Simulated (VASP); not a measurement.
Runs of VASP 6.6.1 on Mg. The structure is that of space group Fd-3m (No. 227), or close to it. The cells are those of the table. This isn't the form of Mg at room conditions, which is hcp.

```tsv
cell	gap on the mesh (eV)	pressure (GPa)
a = 3.629 Å, angles 60.0°, 2 atoms	none	(b)
a = 3.489 Å, angles 60.0°, 2 atoms	none	(a)
a = 4.102 Å, angles 60.0°, 2 atoms	none	12.4
a = 3.880 Å, angles 60.0°, 2 atoms	none	23.3
a = 4.486 Å, angles 60.0°, 2 atoms	none	2.7
```

Alike in all rows: task single point; level LDA; potentials or basis VASP PAW LDA potentials, release 64 (Mg); no spin polarisation; k mesh 12 × 12 × 12; cutoff (eV) 520; smearing fermi-dirac 0.08 eV.

Fill in the values left out.

(a) 62.2; (b) 44.2.

Caveats: the cell stands under pressure (at least some runs).

A gap of «none» marks levels without a gap at the run's occupations.
